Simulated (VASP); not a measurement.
Here is a VASP 6.6.1 calculation.

The input POSCAR:

```
Al
1.0
    4.5348989289      0.0000028792      0.0000000000
   -2.2674519579      3.9273362364      0.0000000000
    0.0000000000      0.0000000000      2.7817287443
Al
2
Direct
    0.3333333333      0.6666666667      0.5000000000
    0.6666666667      0.3333333333      0.5000000000
```

The input INCAR.step1:

```
SYSTEM = Al
ALGO = Normal
EDIFF = 1E-5
ENCUT = 520
GGA = PE
ISIF = 2
ISMEAR = -1
LASPH = .TRUE.
LREAL = .FALSE.
LWAVE = .TRUE.
NBANDS = 10
NELM = 60
PREC = Accurate
SIGMA = 0.05
```

Contents of INCAR.step2:

```
SYSTEM = Al
AEXX = 0.25
ALGO = Normal
EDIFF = 1E-7
ENCUT = 520
GGA = PE
ISIF = 2
ISMEAR = -1
ISTART = 1
LASPH = .TRUE.
LCHARG = .TRUE.
LELF = .TRUE.
LHFCALC = .TRUE.
LREAL = .FALSE.
LVHAR = .TRUE.
LWAVE = .FALSE.
NBANDS = 10
NELM = 60
PREC = Accurate
PRECFOCK = Normal
SIGMA = 0.05
```

Contents of KPOINTS:

```
k-points
0
G
  4 4 5
  0 0 0
```

Potentials or basis: VASP PAW PBE potentials, release 64 (Al).

Launch:

```sh
$ cat potpaw_PBE.64/Al/POTCAR > POTCAR
$ cp INCAR.step1 INCAR
$ mpirun -np 1 vasp_std > vasp.out
$ cp INCAR.step2 INCAR
$ mpirun -np 1 vasp_std > vasp.out
```

Task: Estimate the band gap on the k mesh.

Result: Zero (bands 3 and 4 overlap by 2.77 eV).

Task: Predict the pressure.

Result: -0.3 GPa.

Stress tensor (GPa, compression positive):
```
-1.52  0.00  0.00
 0.00 -1.52  0.00
 0.00  0.00  2.24
```

Caveat: the k points lie up to 0.45 Å⁻¹ apart, too coarse for converged energies and pressures of a metal; the PAW data sets were made with another functional, which shifts forces and pressure a little.
